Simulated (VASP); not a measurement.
# BN (F-43m) in VASP: dielectric tensor with r2SCAN

Aim: the dielectric tensor of BN with r2SCAN.

Everything below comes from runs of VASP 6.6.1. Logs are shortened: lines on timing, memory, paths and dates and some standing lists are left out, and cuts for length are marked.

## (1) The cell of the first run

The structure is cubic, space group F-43m (No. 216). Conventional cell: a = 3.610 Å, b = 3.610 Å, c = 3.610 Å, α = 90.00°, β = 90.00°, γ = 90.00°. Within 2.1 Å of B (site symmetry -43m) lie 4 N at 1.56 Å. Within 2.1 Å of N (site symmetry -43m) lie 4 B at 1.56 Å.

## (2) Dielectric tensor, r2SCAN

Contents of INCAR:

```
PREC = Accurate
ENCUT = 520
EDIFF = 1E-8
ISMEAR = 0
SIGMA = 0.01
LREAL = False
LASPH = True
NELM = 100
ALGO = Normal
ISIF = 2
LWAVE = False
LCHARG = False
METAGGA = R2SCAN
LMIXTAU = True
LCALCEPS = True
```

Contents of KPOINTS:

```
regular mesh
0
Gamma
  10 10 10
```

Contents of POSCAR:

```
BN
1.0
    0.0000000000      1.8048245570      1.8048245570
    1.8048245570      0.0000000000      1.8048245570
    1.8048245570      1.8048245570      0.0000000000
B N
1 1
Direct
    0.0000000000      0.0000000000      0.0000000000
    0.2500000000      0.2500000000      0.2500000000
```

Potentials or basis: VASP PAW PBE potentials, release 64 (B, N).

Launch:

```bash
> cat potpaw_PBE.64/B/POTCAR potpaw_PBE.64/N/POTCAR > POTCAR
> mpirun -np 1 vasp_std > vasp.out
```

OUTCAR:

```text
PREC = Accurate
   ENCUT = 520
   EDIFF = 1E-8
   ISMEAR = 0
   LREAL = False
   LASPH = True
   NELM = 100
   ISIF = 2
   METAGGA = R2SCAN

 ion  position               nearest neighbor table
   1  0.000  0.000  0.000-   2 1.56   2 1.56   2 1.56   2 1.56
   2  0.250  0.250  0.250-   1 1.56   1 1.56   1 1.56   1 1.56

  LATTYP: Found a face centered cubic cell.
 ALAT       =     3.6096491140

  Lattice vectors:

 A1 = (   0.0000000000,   1.8048245570,   1.8048245570)
 A2 = (   1.8048245570,   0.0000000000,   1.8048245570)
 A3 = (   1.8048245570,   1.8048245570,   0.0000000000)

Analysis of symmetry for initial positions (statically):
=====================================================================
 Subroutine PRICEL returns:
 Original cell was already a primitive cell.

 Routine SETGRP: Setting up the symmetry group for a
 face centered cubic supercell.

 Subroutine GETGRP returns: Found 24 space group operations
 (whereof 24 operations were pure point group operations)
 out of a pool of 48 trial point group operations.

The static configuration has the point symmetry T_d .

Analysis of symmetry for dynamics (positions and initial velocities):
=====================================================================
 Subroutine PRICEL returns:
 Original cell was already a primitive cell.

 Routine SETGRP: Setting up the symmetry group for a
 face centered cubic supercell.

 Subroutine GETGRP returns: Found 24 space group operations
 (whereof 24 operations were pure point group operations)
 out of a pool of 48 trial point group operations.

The dynamic configuration has the point symmetry T_d .

 Subroutine INISYM returns: Found 24 space group operations
 (whereof 24 operations are pure point group operations),
 and found     1 'primitive' translations

----------------------------------------------------------------------------------------

                                     Primitive cell

  volume of cell :      11.7580

  direct lattice vectors                    reciprocal lattice vectors
     0.000000000  1.804824557  1.804824557    -0.277035238  0.277035238  0.277035238
     1.804824557  0.000000000  1.804824557     0.277035238 -0.277035238  0.277035238
     1.804824557  1.804824557  0.000000000     0.277035238  0.277035238 -0.277035238

  length of vectors
     2.552407366  2.552407366  2.552407366     0.479839107  0.479839107  0.479839107

  position of ions in fractional coordinates (direct lattice)
     0.000000000  0.000000000  0.000000000
     0.250000000  0.250000000  0.250000000

  ion indices of the primitive-cell ions
   primitive index   ion index
                 1           1
                 2           2

----------------------------------------------------------------------------------------

 KPOINTS: regular mesh

Automatic generation of k-mesh.
 Grid dimensions read from file:
 generate k-points for:   10   10   10

 Generating k-lattice:

  Cartesian coordinates                     Fractional coordinates (reciprocal lattice)
    -0.027703524  0.027703524  0.027703524     0.100000000  0.000000000  0.000000000
     0.027703524 -0.027703524  0.027703524     0.000000000  0.100000000  0.000000000
     0.027703524  0.027703524 -0.027703524     0.000000000  0.000000000  0.100000000

  Length of vectors
     0.047983911  0.047983911  0.047983911

  Shift w.r.t. Gamma in fractional coordinates (k-lattice)
     0.000000000  0.000000000  0.000000000

 Subroutine IBZKPT returns following result:
 ===========================================

 Found     47 irreducible k-points:

 Following reciprocal coordinates:
            Coordinates               Weight
  0.000000  0.000000  0.000000      1.000000
  0.100000  0.000000  0.000000      8.000000
  0.200000  0.000000  0.000000      8.000000
  0.300000  0.000000  0.000000      8.000000
  0.400000  0.000000  0.000000      8.000000
  0.500000  0.000000  0.000000      4.000000
[... 16 lines left out ...]
  0.300000  0.300000  0.000000      6.000000
  0.400000  0.300000  0.000000     24.000000
 [... further k-points ...]
   k-points           NKPTS =     47   k-points in BZ     NKDIM =     47   number of bands    NBANDS=      8
   number of dos      NEDOS =    301   number of ions     NIONS =      2
   total plane-waves  NPLWV =   8000
   dimension x,y,z NGX =    20 NGY =   20 NGZ =   20
   dimension x,y,z NGXF=    40 NGYF=   40 NGZF=   40
   ions per type =               1   1
   NGX,Y,Z   is equivalent  to a cutoff of  13.03, 13.03, 13.03 a.u.
   NGXF,Y,Z  is equivalent  to a cutoff of  26.05, 26.05, 26.05 a.u.
 SYSTEM =  unknown system
   PREC   = accura    normal or accurate (medium, high low for compatibility)
   ISTART =      0    job   : 0-new  1-cont  2-samecut
   ICHARG =      2    charge: 1-file 2-atom 10-const
   ISPIN  =      1    spin polarized calculation?
   LNONCOLLINEAR =      F non collinear calculations
   LSORBIT =      F    spin-orbit coupling
   LASPH  =      T    aspherical Exc in radial PAW
   ENCUT  =  520.0 eV  38.22 Ry    6.18 a.u.   4.75  4.75  4.75*2*pi/ulx,y,z
   NELM   =    100;   NELMIN=  2; NELMDL= -5     # of ELM steps
   EDIFF  = 0.1E-07   stopping-criterion for ELM
   LREAL  =      F    real-space projection
   EDIFFG = 0.1E-06   stopping-criterion for IOM
   NSW    =      0    number of steps for IOM
   IBRION =     -1    ionic relax: 0-MD 1-quasi-New 2-CG
   NFREE  =      0    steps in history (QN), initial steepest desc. (CG)
   ISIF   =      2    stress and relaxation
   ISYM   =      2    0-nonsym 1-usesym 2-fastsym
   POTIM  = 0.5000    time-step for ionic-motion
   TEBEG  =    0.0;   TEEND  =   0.0 temperature during run
   PSTRESS=    0.0 pullay stress
   NELECT =       8.0000    total number of electrons
   NUPDOWN=      -1.0000    fix difference up-down
   EMIN   =  10.00;   EMAX   =-10.00  energy-range for DOS
   EFERMI =   0.00;   METHOD = LEGACY
   ISMEAR =     0;   SIGMA  =   0.01  broadening in eV -4-tet -1-fermi 0-gaus
   EFERMI_NEDOS =   21; number of points for ismear=-14 and -15
   IALGO  =     38    algorithm
   IMIX   =      4    mixing-type and parameters
     AMIX     =   0.40;   BMIX     =  1.00
     AMIX_MAG =   1.60;   BMIX_MAG =  1.00
  volume/ion in A,a.u.               =       5.88        39.67
  Fermi-wavevector in a.u.,A,eV,Ry     =   1.439881  2.720980 28.208365  2.073256
  Thomas-Fermi vector in A             =   2.558687
   LORBIT       =      0    0 simple, 1 ext, 2 COOP (PROOUT), +10 PAW based schemes
   METAGGA = R2SCAN    functional components
   LHFCALC =     F    Hartree Fock is set to
   AEXX    =    0.0000 exact exchange contribution
   IVDW    =     0    specifies the selected vdW correction
   LEPSILON=     F    determine dielectric tensor
   LRPA    =     F    only Hartree local field effects (RPA)
   LRPA       =     F
 non-spin polarized calculation
 Gauss-broadening in eV      SIGMA  =   0.01
  energy-cutoff  :      520.00
  volume of cell :       11.76
 maximum number of plane-waves:       332
   NGX =  9   NGY =  9   NGZ =  9

 number of electron       7.9999999 magnetization

 Free energy of the ion-electron system (eV)
  ---------------------------------------------------
  ext. energy  EPLUGINS =         0.00000000
  ---------------------------------------------------
  free energy    TOTEN  =       -19.17162286 eV

  energy without entropy =      -19.17162286  energy(sigma->0) =      -19.17162286

 E-fermi :   7.3496     XC(G=0): -13.6699

 val. band max:        7.2973839456   @ k =   0.0000   0.0000   0.0000
 cond. band min:   10000.0000000000   @ k =   0.0000   0.0000   0.0000
 fundamental gap:   9992.7026160544
 Fermi energy:         7.3496298887

 k-point     1 :       0.0000    0.0000    0.0000
  band No.  band energies     occupation
      1     -14.0456      2.00000
      2       7.2972      2.00000
      3       7.2973      2.00000
      4       7.2974      2.00000
      5   10000.0000      0.00000
      6   10000.0000      0.00000
      7   10000.0000      0.00000
      8   10000.0000      0.00000
[... 243 lines left out ...]
 k-point    24 :       0.4000    0.3000    0.0000
  band No.  band energies     occupation
      1     -10.1428      2.00000
      2       0.1588      2.00000
      3       2.5927      2.00000
      4       3.0479      2.00000
      5   10000.0000      0.00000
      6   10000.0000      0.00000
      7   10000.0000      0.00000
      8   10000.0000      0.00000

 [... further k-points ...]

------------------------ aborting loop because EDIFF is reached ----------------------------------------

            Ionic dipole moment: p[ion]=(     4.51206     4.51206     4.51206 ) |e| Angst

 Total electronic dipole moment: p[elc]=(     0.00249     0.00249     0.00478 ) |e| Angst

 MACROSCOPIC STATIC DIELECTRIC TENSOR (including local field effects)
 ------------------------------------------------------
           4.521666     0.000000    -0.000000
          -0.000000     4.521666     0.000000
          -0.000000     0.000000     4.521666
 ------------------------------------------------------

 PIEZOELECTRIC TENSOR (including local field effects) (e Angst)
          XX          YY          ZZ          XY          YZ          ZX
  --------------------------------------------------------------------------------
  x     0.00000     0.00000     0.00000     0.00000    -0.80890    -0.00000
  y     0.00000    -0.00000     0.00000     0.00000     0.00000    -0.80890
  z     0.00000     0.00000    -0.00000    -0.80890     0.00000     0.00000

 PIEZOELECTRIC TENSOR (including local field effects) (C/m^2)
          XX          YY          ZZ          XY          YZ          ZX
  --------------------------------------------------------------------------------
  x     0.00000     0.00000     0.00000     0.00000    -1.10223    -0.00000
  y     0.00000    -0.00000     0.00000     0.00000     0.00000    -1.10223
  z     0.00000     0.00000    -0.00000    -1.10223     0.00000     0.00000

 BORN EFFECTIVE CHARGES (including local field effects) (in |e|, cummulative output)
 ---------------------------------------------------------------------------------
 ion    1
    1     2.02528     0.00000     0.00000
    2     0.00000     2.02528     0.00000
    3    -0.00000    -0.00000     2.02528
 ion    2
    1    -2.02528     0.00000    -0.00000
    2     0.00000    -2.02528     0.00000
    3    -0.00000     0.00000    -2.02528

  FORCE on cell =-STRESS in cart. coord.  units (eV):
  Direction    XX          YY          ZZ          XY          YZ          ZX
  --------------------------------------------------------------------------------------
  -------------------------------------------------------------------------------------
  Total        0.0837565      0.0837565      0.0837565     -0.0000000      0.0000000     -0.0000000
  in kB       11.4128496     11.4128496     11.4128496     -0.0000000      0.0000000     -0.0000000
  external PRESSURE =      11.4128496 kB  Pullay stress =       0.0000000 kB

 VOLUME and BASIS-vectors are now :
 -----------------------------------------------------------------------------
  energy-cutoff  :      520.00
  volume of cell :       11.76
      direct lattice vectors                 reciprocal lattice vectors
     0.000000000  1.804824557  1.804824557    -0.277035238  0.277035238  0.277035238
     1.804824557  0.000000000  1.804824557     0.277035238 -0.277035238  0.277035238
     1.804824557  1.804824557  0.000000000     0.277035238  0.277035238 -0.277035238

 POSITION                                       TOTAL-FORCE (eV/Angst)
 -----------------------------------------------------------------------------------
      0.00000      0.00000      0.00000        -0.000000      0.000000     -0.000000
      0.90241      0.90241      0.90241         0.000000     -0.000000      0.000000
 -----------------------------------------------------------------------------------
    total drift:                                0.000000      0.000000      0.000000

  FREE ENERGIE OF THE ION-ELECTRON SYSTEM (eV)
  ---------------------------------------------------
  free  energy   TOTEN  =       -19.1716228597 eV

  energy  without entropy=      -19.1716228597  energy(sigma->0) =      -19.17162286
```

Wall time 14 min (1 thread of Intel Xeon Platinum 8488C (Sapphire Rapids), shared host); peak memory 0.24 GiB.

What came out:

* Band gap on the k mesh: 4.98 eV (least direct gap 9.55 eV)
* Electronic dielectric tensor (diagonal): 4.52
* Born charges (mean of the diagonal): B +2.03; N -2.03 e

Electronic dielectric tensor:
```
4.52 0.00 0.00
0.00 4.52 0.00
0.00 0.00 4.52
```

Born effective charge tensors (e):
atom 1, B
```
2.03 0.00 0.00
0.00 2.03 0.00
0.00 0.00 2.03
```
atom 2, N
```
-2.03  0.00  0.00
 0.00 -2.03  0.00
 0.00  0.00 -2.03
```

Dipole moments of the cell (e·Å, modulo the quantum): ionic 4.512, 4.512, 4.512; electronic 0.002, 0.002, 0.005

Caveat: the PAW data sets were made with another functional, which shifts forces and pressure a little. A k mesh can miss the band edges.

The gap in the log of VASP goes by the Fermi energy; the results here count the filled bands.